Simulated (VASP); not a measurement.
# C (P6_3/mmc) in VASP: further runs

C is run at these levels: PBE; tasks: single point.

All numbers are computed with VASP 6.6.1; they aren't measurements. Logs are shortened: lines on timing, memory, paths and dates and some standing lists are left out, and cuts for length are marked.

## 1. The cell of the first run

Symmetry: P6_3/mmc, No. 194, hexagonal system. Conventional cell: a = 2.467 Å, b = 2.467 Å, c = 8.465 Å, α = 90.00°, β = 90.00°, γ = 120.00°. Within 1.9 Å of C (site symmetry -6m2) lie 3 C at 1.42 Å. C (site symmetry -6m2) has 3 C at 1.42 Å within 1.9 Å.

## 2. Single point, PBE

Contents of INCAR:

```
PREC = Accurate
ENCUT = 520
EDIFF = 1E-6
ISMEAR = 0
SIGMA = 0.1
LREAL = Auto
LASPH = True
NELM = 60
ALGO = Normal
ISIF = 2
LWAVE = False
LCHARG = False
GGA = PE
NBANDS = 46
```

Contents of KPOINTS:

```
Automatic mesh
0
Gamma
  6 6 3
```

Contents of POSCAR:

```
C
1.0
   -2.4665327884     -4.2721601082      0.0000000000
    4.9330655770      0.0000000001      0.0000000000
    0.0000000000      0.0000000000      8.4654495156
C
16
Direct
    0.5000000000      0.0000000000      0.2500000000
    0.5000000000      0.5000000000      0.2500000000
    0.0000000000      0.0000000000      0.2500000000
    0.0000000000      0.5000000000      0.2500000000
    0.5000000000      0.0000000000      0.7500000000
    0.5000000000      0.5000000000      0.7500000000
    0.0000000000      0.0000000000      0.7500000000
    0.0000000000      0.5000000000      0.7500000000
    0.1666666667      0.8333333333      0.2500000000
    0.1666666667      0.3333333333      0.2500000000
    0.6666666667      0.8333333333      0.2500000000
    0.6666666667      0.3333333333      0.2500000000
    0.3333333333      0.1666666667      0.7500000000
    0.3333333333      0.6666666667      0.7500000000
    0.8333333333      0.1666666667      0.7500000000
    0.8333333333      0.6666666667      0.7500000000
```

Potentials or basis: VASP PAW PBE potentials, release 64 (C).

Started as:

```bash
> cat potpaw_PBE.64/C/POTCAR > POTCAR
> mpirun -np 1 vasp_std > vasp.out
```

OUTCAR:

```text
PREC = Accurate
   ENCUT = 520
   EDIFF = 1E-6
   ISMEAR = 0
   LREAL = Auto
   LASPH = True
   NELM = 60
   ISIF = 2
   GGA = PE

 ion  position               nearest neighbor table
   1  0.500  0.000  0.250-   9 1.42  12 1.42  11 1.42
   2  0.500  0.500  0.250-  10 1.42  11 1.42  12 1.42
   3  0.000  0.000  0.250-  11 1.42  10 1.42   9 1.42
   4  0.000  0.500  0.250-  12 1.42   9 1.42  10 1.42
   5  0.500  0.000  0.750-  15 1.42  14 1.42  13 1.42
   6  0.500  0.500  0.750-  16 1.42  13 1.42  14 1.42
[... 8 lines left out ...]
  15  0.833  0.167  0.750-   5 1.42   8 1.42   7 1.42
  16  0.833  0.667  0.750-   6 1.42   7 1.42   8 1.42

  LATTYP: Found a hexagonal cell.
 ALAT       =     4.9330655769
 C/A-ratio  =     1.7160626356

  Lattice vectors:

 A1 = (  -2.4665327884,  -4.2721601082,   0.0000000000)
 A2 = (   4.9330655770,   0.0000000001,   0.0000000000)
 A3 = (   0.0000000000,   0.0000000000,   8.4654495156)

Analysis of symmetry for initial positions (statically):
=====================================================================
 Subroutine PRICEL returns following result:

  LATTYP: Found a hexagonal cell.
 ALAT       =     2.4665327885
 C/A-ratio  =     3.4321252712

  Lattice vectors:

 A1 = (  -1.2332663942,  -2.1360800541,   0.0000000000)
 A2 = (   2.4665327885,   0.0000000001,   0.0000000000)
 A3 = (   0.0000000000,   0.0000000000,   8.4654495156)

   4 primitive cells build up your supercell.

 Routine SETGRP: Setting up the symmetry group for a
 hexagonal supercell.

 Subroutine GETGRP returns: Found 24 space group operations
 (whereof 12 operations were pure point group operations)
 out of a pool of 24 trial point group operations.

The static configuration has the point symmetry D_3d.
 The point group associated with its full space group is D_6h.

Analysis of symmetry for dynamics (positions and initial velocities):
=====================================================================
 Subroutine PRICEL returns following result:

  LATTYP: Found a hexagonal cell.
 ALAT       =     2.4665327885
 C/A-ratio  =     3.4321252712

  Lattice vectors:

 A1 = (  -1.2332663942,  -2.1360800541,   0.0000000000)
 A2 = (   2.4665327885,   0.0000000001,   0.0000000000)
 A3 = (   0.0000000000,   0.0000000000,   8.4654495156)

   4 primitive cells build up your supercell.

 Routine SETGRP: Setting up the symmetry group for a
 hexagonal supercell.

 Subroutine GETGRP returns: Found 24 space group operations
 (whereof 12 operations were pure point group operations)
 out of a pool of 24 trial point group operations.

The dynamic configuration has the point symmetry D_3d.
 The point group associated with its full space group is D_6h.

 Subroutine INISYM returns: Found 24 space group operations
 (whereof 12 operations are pure point group operations),
 and found     4 'primitive' translations

----------------------------------------------------------------------------------------

                                     Primitive cell

  volume of cell :      44.6020

  direct lattice vectors                    reciprocal lattice vectors
    -1.233266394 -2.136080054  0.000000000     0.000000000 -0.468147249  0.000000000
     2.466532789  0.000000000  0.000000000     0.405427410 -0.234073624  0.000000000
     0.000000000  0.000000000  8.465449516     0.000000000  0.000000000  0.118127218

  length of vectors
     2.466532788  2.466532789  8.465449516     0.468147249  0.468147249  0.118127218

  position of ions in fractional coordinates (direct lattice)
     1.000000000  0.000000000  0.250000000
     1.000000000  0.000000000  0.750000000
     0.333333333  0.666666667  0.250000000
     0.666666667  0.333333333  0.750000000

  ion indices of the primitive-cell ions
   primitive index   ion index
                 1           1
                 2           5
                 3          11
                 4          13

----------------------------------------------------------------------------------------

 KPOINTS: Automatic mesh

Automatic generation of k-mesh.
 Grid dimensions read from file:
 generate k-points for:    6    6    3

 Generating k-lattice:

  Cartesian coordinates                     Fractional coordinates (reciprocal lattice)
     0.000000000 -0.039012271  0.000000000     0.166666667 -0.000000000  0.000000000
     0.033785617 -0.019506135  0.000000000     0.000000000  0.166666667  0.000000000
     0.000000000  0.000000000  0.039375739     0.000000000  0.000000000  0.333333333

  Length of vectors
     0.039012271  0.039012271  0.039375739

  Shift w.r.t. Gamma in fractional coordinates (k-lattice)
     0.000000000  0.000000000  0.000000000

 Subroutine IBZKPT returns following result:
 ===========================================

 Found     14 irreducible k-points:

 Following reciprocal coordinates:
            Coordinates               Weight
  0.000000  0.000000  0.000000      1.000000
  0.166667  0.000000  0.000000      6.000000
  0.333333 -0.000000  0.000000      6.000000
  0.500000 -0.000000  0.000000      3.000000
  0.166667  0.166667  0.000000      6.000000
  0.333333  0.166667  0.000000     12.000000
  0.333333  0.333333  0.000000      2.000000
  0.000000  0.000000  0.333333      2.000000
  0.166667  0.000000  0.333333     12.000000
  0.333333 -0.000000  0.333333     12.000000
  0.500000 -0.000000  0.333333      6.000000
  0.166667  0.166667  0.333333     12.000000
  0.333333  0.166667  0.333333     24.000000
  0.333333  0.333333  0.333333      4.000000
   k-points           NKPTS =     14   k-points in BZ     NKDIM =     14   number of bands    NBANDS=     46
   number of dos      NEDOS =    301   number of ions     NIONS =     16
   total plane-waves  NPLWV = 102400
   dimension x,y,z NGX =    40 NGY =   40 NGZ =   64
   dimension x,y,z NGXF=    80 NGYF=   80 NGZF=  128
   ions per type =              16
   NGX,Y,Z   is equivalent  to a cutoff of  13.48, 13.48, 12.57 a.u.
   NGXF,Y,Z  is equivalent  to a cutoff of  26.96, 26.96, 25.14 a.u.
 SYSTEM =  unknown system
   PREC   = accura    normal or accurate (medium, high low for compatibility)
   ISTART =      0    job   : 0-new  1-cont  2-samecut
   ICHARG =      2    charge: 1-file 2-atom 10-const
   ISPIN  =      1    spin polarized calculation?
   LNONCOLLINEAR =      F non collinear calculations
   LSORBIT =      F    spin-orbit coupling
   LASPH  =      T    aspherical Exc in radial PAW
   ENCUT  =  520.0 eV  38.22 Ry    6.18 a.u.   9.17  9.17 15.74*2*pi/ulx,y,z
   NELM   =     60;   NELMIN=  2; NELMDL= -5     # of ELM steps
   EDIFF  = 0.1E-05   stopping-criterion for ELM
   LREAL  =      T    real-space projection
   EDIFFG = 0.1E-04   stopping-criterion for IOM
   NSW    =      0    number of steps for IOM
   IBRION =     -1    ionic relax: 0-MD 1-quasi-New 2-CG
   NFREE  =      0    steps in history (QN), initial steepest desc. (CG)
   ISIF   =      2    stress and relaxation
   ISYM   =      2    0-nonsym 1-usesym 2-fastsym
   POTIM  = 0.5000    time-step for ionic-motion
   TEBEG  =    0.0;   TEEND  =   0.0 temperature during run
   PSTRESS=    0.0 pullay stress
   NELECT =      64.0000    total number of electrons
   NUPDOWN=      -1.0000    fix difference up-down
   EMIN   =  10.00;   EMAX   =-10.00  energy-range for DOS
   EFERMI =   0.00;   METHOD = LEGACY
   ISMEAR =     0;   SIGMA  =   0.10  broadening in eV -4-tet -1-fermi 0-gaus
   EFERMI_NEDOS =   21; number of points for ismear=-14 and -15
   IALGO  =     38    algorithm
   IMIX   =      4    mixing-type and parameters
     AMIX     =   0.40;   BMIX     =  1.00
     AMIX_MAG =   1.60;   BMIX_MAG =  1.00
  volume/ion in A,a.u.               =      11.15        75.25
  Fermi-wavevector in a.u.,A,eV,Ry     =   1.163224  2.198175 18.409907  1.353090
  Thomas-Fermi vector in A             =   2.299776
   LORBIT       =      0    0 simple, 1 ext, 2 COOP (PROOUT), +10 PAW based schemes
   GGA     = PE    functional components
   LHFCALC =     F    Hartree Fock is set to
   AEXX    =    0.0000 exact exchange contribution
   IVDW    =     0    specifies the selected vdW correction
   LEPSILON=     F    determine dielectric tensor
   LRPA    =     F    only Hartree local field effects (RPA)
 non-spin polarized calculation
 Gauss-broadening in eV      SIGMA  =   0.10
  energy-cutoff  :      520.00
  volume of cell :      178.41
 maximum number of plane-waves:      4833
 NGX is ok and might be reduce to    40
   NGX = 19   NGY = 19   NGZ = 31

 number of electron      63.9999999 magnetization

 Free energy of the ion-electron system (eV)
  ---------------------------------------------------
  ext. energy  EPLUGINS =         0.00000000
  ---------------------------------------------------
  free energy    TOTEN  =      -147.59080348 eV

  energy without entropy =     -147.58166709  energy(sigma->0) =     -147.58623528

 E-fermi :   2.8429     XC(G=0):  -8.7676

 val. band max:        2.8421172205   @ k =   0.3333   0.3333   0.0000
 cond. band min:       2.8431962339   @ k =   0.3333   0.3333   0.3333
 fundamental gap:      0.0010790134
 Fermi energy:         2.8429138290

 k-point     1 :       0.0000    0.0000    0.0000
  band No.  band energies     occupation
      1     -16.6907      2.00000
      2     -16.6522      2.00000
      3     -11.4400      2.00000
      4     -11.4400      2.00000
      5     -11.4400      2.00000
      6     -11.4274      2.00000
[... 36 lines left out ...]
     43      10.1763      0.00000
     44      10.2326      0.00000

 k-point     2 :       0.1667    0.0000    0.0000
  band No.  band energies     occupation
      1     -16.5265      2.00000
      2     -16.4884      2.00000
      3     -12.7062      2.00000
      4     -12.6797      2.00000
      5     -11.8389      2.00000
      6     -11.8389      2.00000
[... 556 lines left out ...]
 k-point    14 :       0.3333    0.3333    0.3333
  band No.  band energies     occupation
      1     -14.7336      2.00000
      2     -14.7336      2.00000
      3     -14.7336      2.00000
      4     -14.7173      2.00000
      5     -14.7173      2.00000
      6     -14.7173      2.00000
[... 36 lines left out ...]
     43       9.2362      0.00000
     44      10.4683      0.00000
 [bands above 44 left out]

------------------------ aborting loop because EDIFF is reached ----------------------------------------

  FORCE on cell =-STRESS in cart. coord.  units (eV):
  Direction    XX          YY          ZZ          XY          YZ          ZX
  --------------------------------------------------------------------------------------
  -------------------------------------------------------------------------------------
  Total        0.6094186      0.6094186     -0.0564388     -0.0000000      0.0000000     -0.0000000
  in kB        5.4728290      5.4728290     -0.5068434     -0.0000000      0.0000000     -0.0000000
  external PRESSURE =       3.4796049 kB  Pullay stress =       0.0000000 kB

 VOLUME and BASIS-vectors are now :
 -----------------------------------------------------------------------------
  energy-cutoff  :      520.00
  volume of cell :      178.41
      direct lattice vectors                 reciprocal lattice vectors
    -2.466532788 -4.272160108  0.000000000     0.000000000 -0.234073624  0.000000000
     4.933065577  0.000000000  0.000000000     0.202713705 -0.117036812  0.000000000
     0.000000000  0.000000000  8.465449516     0.000000000  0.000000000  0.118127218

 POSITION                                       TOTAL-FORCE (eV/Angst)
 -----------------------------------------------------------------------------------
     -1.23327     -2.13608      2.11636         0.000000      0.000000     -0.000000
      1.23327     -2.13608      2.11636         0.000000     -0.000000     -0.000000
      0.00000      0.00000      2.11636         0.000000      0.000000      0.000000
      2.46653      0.00000      2.11636         0.000000      0.000000     -0.000000
     -1.23327     -2.13608      6.34909        -0.000000     -0.000000     -0.000000
      1.23327     -2.13608      6.34909        -0.000000     -0.000000     -0.000000
[... 8 lines left out ...]
     -1.23327     -3.56013      6.34909        -0.000000     -0.000000      0.000000
      1.23327     -3.56013      6.34909        -0.000000     -0.000000     -0.000000
 -----------------------------------------------------------------------------------
    total drift:                                0.000000     -0.000000     -0.000000

  FREE ENERGIE OF THE ION-ELECTRON SYSTEM (eV)
  ---------------------------------------------------
  free  energy   TOTEN  =      -147.5908034784 eV

  energy  without entropy=     -147.5816670915  energy(sigma->0) =     -147.58623528
```

Wall time 2.7 min (1 thread of Intel Xeon Platinum 8259CL at 2.50GHz (Skylake/Cascade Lake), shared host); peak memory 0.33 GiB.

What came out:

* Free energy: -147.5908 eV
* Pressure: 0.3 GPa
* Band gap on the k mesh: zero (filled and empty bands touch)

Stress tensor (GPa, compression positive):
```
 0.55  0.00  0.00
 0.00  0.55  0.00
 0.00  0.00 -0.05
```

Levels at points of the mesh, in eV from the Fermi level:
```
           k point  band 29  band 30  band 31  band 32  band 33  band 34  band 35  band 36
(0.00, 0.00, 0.00)    -2.44    -2.29    -2.29    -2.29     1.58     1.58     1.58     1.80
(0.50, 0.00, 0.00)    -2.91    -2.91    -2.56    -2.56     2.75     2.75     2.87     2.87
```

Caveat: this functional lacks dispersion, which binds the layers, so the pressure and a relaxed spacing across them are unreliable.

## 3. Single point, PBE

Contents of INCAR:

```
SYSTEM = C
PREC     = Accurate       ! precision mode
ENCUT    = 520            ! plane-wave cutoff, eV
EDIFF    = 1E-7           ! SCF threshold, eV
ISMEAR   = 0              ! smearing method
SIGMA    = 0.1            ! smearing width, eV
LREAL    = Auto         
LASPH    = .True.         ! aspherical terms in the spheres
NELM     = 60             ! most SCF steps
ALGO     = Normal         ! electronic algorithm
ISIF     = 2              ! what is computed and relaxed
LWAVE    = .False.        ! write WAVECAR
LCHARG   = .False.        ! write CHGCAR
GGA      = PE             ! functional
NBANDS   = 46             ! bands
```

Contents of KPOINTS:

```
regular mesh
0
Gamma
  1 1 1
  0 0 0
```

Contents of POSCAR:

```
C
1.0
   -4.9330655670      0.0000000001      0.0000000000
    2.4665327835     -4.2721600996      0.0000000000
    0.0000000000      0.0000000000      8.4654494173
C
16
Direct
    0.5000000000      0.5000000000      0.2500000000
    0.5000000000      0.0000000000      0.2500000000
    0.0000000000      0.5000000000      0.2500000000
    0.0000000000      0.0000000000      0.2500000000
    0.5000000000      0.5000000000      0.7500000000
    0.5000000000      0.0000000000      0.7500000000
    0.0000000000      0.5000000000      0.7500000000
    0.0000000000      0.0000000000      0.7500000000
    0.3333333333      0.1666666667      0.2500000000
    0.3333333333      0.6666666667      0.2500000000
    0.8333333333      0.1666666667      0.2500000000
    0.8333333333      0.6666666667      0.2500000000
    0.1666666667      0.3333333333      0.7500000000
    0.1666666667      0.8333333333      0.7500000000
    0.6666666667      0.3333333333      0.7500000000
    0.6666666667      0.8333333333      0.7500000000
```

Potentials or basis: VASP PAW PBE potentials, release 64 (C).

Started as:

```bash
> cat potpaw_PBE.64/C/POTCAR > POTCAR
> mpirun -np 1 vasp_gam > vasp.out
```

Wall time 16 s (1 thread of Intel Xeon Platinum 8488C (Sapphire Rapids), shared host); peak memory 0.28 GiB.

The run converged. Its results:

```yaml
Free_energy: -130.7513 eV
Pressure: 11.0 GPa
```

Stress tensor (GPa, compression positive):
```
16.67  0.00  0.00
 0.00 16.67  0.00
 0.00  0.00 -0.34
```

Caveat: the k points lie up to 1.47 Å⁻¹ apart; this functional lacks dispersion, which binds the layers, so the pressure and a relaxed spacing across them are unreliable.
